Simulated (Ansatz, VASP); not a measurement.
## Two plane-wave programs on AlN

POSCAR

```
AlN
1.0
    2.9880934651      0.0000000000      0.0000000000
   -1.4940467325      2.4533227623      0.0000000000
    0.0000000000      0.0000000000      4.8410108402
Al N
2 2
Direct
    0.0000000000      0.0000000000      0.0000000000
    0.0000000000      0.0000000000      0.5000000000
    0.3287097085      0.6574194170      0.2500000000
    0.6712902915      0.3425805830      0.7500000000
```

The input INCAR.step1:

```
  PREC = Accurate
  ENCUT = 520
  ISMEAR = 0
  SIGMA = 0.01
  LREAL = False
  LASPH = True
  NELM = 100
  NBANDS = 16
  GGA = PE
  ALGO = Normal
  EDIFF = 1E-4
  LWAVE = True
  LCHARG = False
```

Contents of INCAR.step2:

```
  PREC = Accurate
  ENCUT = 520
  EDIFF = 1E-6
  ISMEAR = 0
  SIGMA = 0.01
  LREAL = False
  LASPH = True
  NELM = 100
  ALGO = Normal
  ISIF = 2
  LWAVE = False
  LCHARG = False
  METAGGA = R2SCAN
  LMIXTAU = True
  NBANDS = 16
  ISTART = 1
```

Contents of KPOINTS:

```
regular mesh
0
Gamma
  12 12 6
```

Input for Ansatz:

```yaml
crystal:
  lattice:
    - [2.9880934651, 0.0, 0.0]
    - [-1.4940467325, 2.4533227623, 0.0]
    - [0.0, 0.0, 4.8410108402]
  atoms:
    - { symbol: Al, position: [0.0, 0.0, 0.0] }
    - { symbol: Al, position: [0.0, 0.0, 0.5] }
    - { symbol: "N", position: [0.3287097085, 0.657419417, 0.25] }
    - { symbol: "N", position: [0.6712902915, 0.342580583, 0.75] }
kpoints:
  mp_grid: { grid: [12, 12, 6] }
  band_path:
    path:
      - [0.0, 0.0, 0.0]
      - [0.5, 0.0, 0.0]
      - [0.3333333333, 0.3333333333, 0.0]
      - [0.0, 0.0, 0.5]
      - [0.5, 0.0, 0.5]
      - [0.3333333333, 0.3333333333, 0.5]
    npoints: 1
hamiltonian:
  xc: r2scan
scf:
  occupations: { method: fixed }
  n_extra_bands: 5
output:
  forces: true
  stress: true
  eigenvalues: true
  write_density: true
  write_potential: true
  elf: true
  volumetric_format: npy
```

Change from the starting cell: uniaxial_x strain +5.5%.

Alike in both runs: task single point; functional r2SCAN; k mesh 12 × 12 × 6; no spin polarisation.

|  | VASP | Ansatz |
| --- | --- | --- |
| version | VASP 6.6.1 | Ansatz 0.2.0 |
| potentials or method | VASP PAW PBE potentials, release 64 (Al, N) | plane waves, PAW |
| plane-wave cutoff (eV) | 520 | 500 |
| occupations | gaussian, width 0.01 eV | fixed |
| valence electrons in the cell | 16 | 16 |

VASP gave:

```
gap on the k mesh at the Fermi level (eV)                     : 5.19
pressure (GPa)                                                : -11.7
traceless stress, the component that is largest in VASP (GPa) : -16.14
rms of the force components (eV/Å)                            : 0.003
```

Task: What did Ansatz give for the same quantities?

Result: gap on the k mesh at the Fermi level (eV): 5.16; pressure (GPa): -11.0; traceless stress, the component that is largest in VASP (GPa): -16.10; rms of the force components (eV/Å): 0.001.

VASP's potentials were made for PBE, not for r2SCAN. Atom by atom the forces differ by 0.002 eV/Å (rms over components).
